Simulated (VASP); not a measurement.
# NaF (Fm-3m) in VASP: single point with r2SCAN

Aim: the single point of NaF with r2SCAN.

All numbers are computed with VASP 6.6.1; they aren't measurements. Logs are shortened: lines on timing, memory, paths and dates and some standing lists are left out, and cuts for length are marked.

## 1. The cell of the first run

It takes space group Fm-3m (No. 225, cubic). The conventional cell has a = 4.685 Å, b = 4.685 Å, c = 4.685 Å, α = 90.00°, β = 90.00°, γ = 90.00°. Within 3.1 Å of Na (site symmetry m-3m) lie 6 F at 2.34 Å. Within 3.1 Å of F (site symmetry m-3m) lie 6 Na at 2.34 Å.

## 2. Single point, r2SCAN (12.85 Å³/atom)

POSCAR reads:

```
NaF
1.0
    0.0000000000      2.3422971847      2.3422971847
    2.3422971847      0.0000000000      2.3422971847
    2.3422971847      2.3422971847      0.0000000000
Na F
1 1
Direct
    0.0000000000      0.0000000000      0.0000000000
    0.5000000000      0.5000000000      0.5000000000
```

INCAR.step1 reads:

```
SYSTEM = NaF
PREC = Accurate
ENCUT = 1250
ISMEAR = 0
SIGMA = 0.01
LREAL = .False.
LASPH = .True.
NELM = 120
NBANDS = 15
GGA = PE
ALGO = Normal
EDIFF = 1E-5
LWAVE = .True.
LCHARG = .False.
GGA_COMPAT = .False.
```

INCAR.step2 reads:

```
SYSTEM = NaF
PREC = Accurate
ENCUT = 1250
EDIFF = 1E-6
ISMEAR = 0
SIGMA = 0.01
LREAL = .False.
LASPH = .True.
NELM = 120
ALGO = Normal
ISIF = 2
LWAVE = .False.
LCHARG = .True.
METAGGA = R2SCAN
LMIXTAU = .True.
LELF = .True.
LVHAR = .True.
NBANDS = 15
ISTART = 1
GGA_COMPAT = .False.
```

KPOINTS reads:

```
Automatic mesh
0
Gamma
  8 8 8
  0 0 0
```

Potentials or basis: VASP PAW PBE potentials, release 64 (Na_sv, F).

Command:

```bash
$ cat potpaw_PBE.64/Na_sv/POTCAR potpaw_PBE.64/F/POTCAR > POTCAR
$ cp INCAR.step1 INCAR
$ mpirun -np 1 vasp_std > vasp.out
$ cp INCAR.step2 INCAR
$ mpirun -np 1 vasp_std > vasp.out
```

OUTCAR:

```text
SYSTEM = NaF
   PREC = Accurate
   ENCUT = 1250
   EDIFF = 1E-6
   ISMEAR = 0
   LREAL = .False.
   LASPH = .True.
   NELM = 120
   ISIF = 2
   METAGGA = R2SCAN
   ISTART = 1

 ion  position               nearest neighbor table
   1  0.000  0.000  0.000-
   2  0.500  0.500  0.500-

  LATTYP: Found a face centered cubic cell.
 ALAT       =     4.6845943694

  Lattice vectors:

 A1 = (   0.0000000000,   2.3422971847,   2.3422971847)
 A2 = (   2.3422971847,   0.0000000000,   2.3422971847)
 A3 = (   2.3422971847,   2.3422971847,   0.0000000000)

Analysis of symmetry for initial positions (statically):
=====================================================================
 Subroutine PRICEL returns:
 Original cell was already a primitive cell.

 Routine SETGRP: Setting up the symmetry group for a
 face centered cubic supercell.

 Subroutine GETGRP returns: Found 48 space group operations
 (whereof 48 operations were pure point group operations)
 out of a pool of 48 trial point group operations.

The static configuration has the point symmetry O_h .

Analysis of symmetry for dynamics (positions and initial velocities):
=====================================================================
 Subroutine PRICEL returns:
 Original cell was already a primitive cell.

 Routine SETGRP: Setting up the symmetry group for a
 face centered cubic supercell.

 Subroutine GETGRP returns: Found 48 space group operations
 (whereof 48 operations were pure point group operations)
 out of a pool of 48 trial point group operations.

The dynamic configuration has the point symmetry O_h .

 Subroutine INISYM returns: Found 48 space group operations
 (whereof 48 operations are pure point group operations),
 and found     1 'primitive' translations

----------------------------------------------------------------------------------------

                                     Primitive cell

  volume of cell :      25.7014

  direct lattice vectors                    reciprocal lattice vectors
     0.000000000  2.342297185  2.342297185    -0.213465654  0.213465654  0.213465654
     2.342297185  0.000000000  2.342297185     0.213465654 -0.213465654  0.213465654
     2.342297185  2.342297185  0.000000000     0.213465654  0.213465654 -0.213465654

  length of vectors
     3.312508446  3.312508446  3.312508446     0.369733358  0.369733358  0.369733358

  position of ions in fractional coordinates (direct lattice)
     0.000000000  0.000000000  0.000000000
     0.500000000  0.500000000  0.500000000

  ion indices of the primitive-cell ions
[... 87 lines left out ...]
   NUPDOWN=      -1.0000    fix difference up-down
   EMIN   =  10.00;   EMAX   =-10.00  energy-range for DOS
   EFERMI =   0.00;   METHOD = LEGACY
   ISMEAR =     0;   SIGMA  =   0.01  broadening in eV -4-tet -1-fermi 0-gaus
   EFERMI_NEDOS =   21; number of points for ismear=-14 and -15
   IALGO  =     38    algorithm
   IMIX   =      4    mixing-type and parameters
     AMIX     =   0.40;   BMIX     =  1.00
     AMIX_MAG =   1.60;   BMIX_MAG =  1.00
  volume/ion in A,a.u.               =      12.85        86.72
  Fermi-wavevector in a.u.,A,eV,Ry     =   1.397857  2.641567 26.585851  1.954005
  Thomas-Fermi vector in A             =   2.521072
   LORBIT       =      0    0 simple, 1 ext, 2 COOP (PROOUT), +10 PAW based schemes
   METAGGA = R2SCAN    functional components
   LHFCALC =     F    Hartree Fock is set to
   AEXX    =    0.0000 exact exchange contribution
   IVDW    =     0    specifies the selected vdW correction
   LEPSILON=     F    determine dielectric tensor
   LRPA    =     F    only Hartree local field effects (RPA)
 non-spin polarized calculation
 Gauss-broadening in eV      SIGMA  =   0.01
  energy-cutoff  :     1250.00
  volume of cell :       25.70
 maximum number of plane-waves:      2637
 NGX is ok and might be reduce to    40
   NGX = 19   NGY = 19   NGZ = 19

 number of electron      15.9999999 magnetization

 Free energy of the ion-electron system (eV)
  ---------------------------------------------------
  ext. energy  EPLUGINS =         0.00000000
  ---------------------------------------------------
  free energy    TOTEN  =       -12.55691106 eV

  energy without entropy =      -12.55691106  energy(sigma->0) =      -12.55691106

 E-fermi :  -2.3801     XC(G=0):  -9.3797

 val. band max:       -2.4782505813   @ k =   0.0000   0.0000   0.0000
 cond. band min:       4.4729577310   @ k =   0.0000   0.0000   0.0000
 fundamental gap:      6.9512083124
 Fermi energy:        -2.3800811027

 k-point     1 :       0.0000    0.0000    0.0000
  band No.  band energies     occupation
      1     -51.6672      2.00000
      2     -22.7164      2.00000
      3     -22.0484      2.00000
      4     -22.0484      2.00000
      5     -22.0484      2.00000
      6      -2.4783      2.00000
      7      -2.4783      2.00000
      8      -2.4783      2.00000
      9       4.4730      0.00000
     10      17.3592      0.00000
     11      17.3592      0.00000
     12      17.3592      0.00000
     13      19.6879      0.00000
     14      22.7053      0.00000
[... 401 lines left out ...]
      2     -22.9584      2.00000
      3     -22.0939      2.00000
      4     -22.0748      2.00000
      5     -21.6691      2.00000
      6      -3.7050      2.00000
      7      -3.0243      2.00000
      8      -2.7948      2.00000
      9       9.9343      0.00000
     10      10.9172      0.00000
     11      15.5427      0.00000
     12      17.3311      0.00000
     13      20.5524      0.00000
     14      21.6567      0.00000
     15      26.4890      0.00000

 [... further k-points ...]

------------------------ aborting loop because EDIFF is reached ----------------------------------------

  FORCE on cell =-STRESS in cart. coord.  units (eV):
  Direction    XX          YY          ZZ          XY          YZ          ZX
  --------------------------------------------------------------------------------------
  -------------------------------------------------------------------------------------
  Total       -0.4445728     -0.4445728     -0.4445728      0.0000000      0.0000000     -0.0000000
  in kB      -27.7138908    -27.7138908    -27.7138908      0.0000000      0.0000000     -0.0000000
  external PRESSURE =     -27.7138908 kB  Pullay stress =       0.0000000 kB

 VOLUME and BASIS-vectors are now :
 -----------------------------------------------------------------------------
  energy-cutoff  :     1250.00
  volume of cell :       25.70
      direct lattice vectors                 reciprocal lattice vectors
     0.000000000  2.342297185  2.342297185    -0.213465654  0.213465654  0.213465654
     2.342297185  0.000000000  2.342297185     0.213465654 -0.213465654  0.213465654
     2.342297185  2.342297185  0.000000000     0.213465654  0.213465654 -0.213465654

 POSITION                                       TOTAL-FORCE (eV/Angst)
 -----------------------------------------------------------------------------------
      0.00000      0.00000      0.00000         0.000000      0.000000      0.000000
      2.34230      2.34230      2.34230        -0.000000     -0.000000     -0.000000
 -----------------------------------------------------------------------------------
    total drift:                                0.000000     -0.000000      0.000000

  FREE ENERGIE OF THE ION-ELECTRON SYSTEM (eV)
  ---------------------------------------------------
  free  energy   TOTEN  =       -12.5569110596 eV

  energy  without entropy=      -12.5569110596  energy(sigma->0) =      -12.55691106
```

Wall time 63 s (1 thread of Intel Xeon 6975P-C (Granite Rapids), shared host); peak memory 0.25 GiB.

Results:

| Item | Value |
| --- | --- |
| Free energy | -12.5569 eV |
| Pressure | -2.8 GPa |
| Band gap on the k mesh | 6.95 eV |

Caveat: the PAW data sets were made with another functional, which shifts forces and pressure a little.
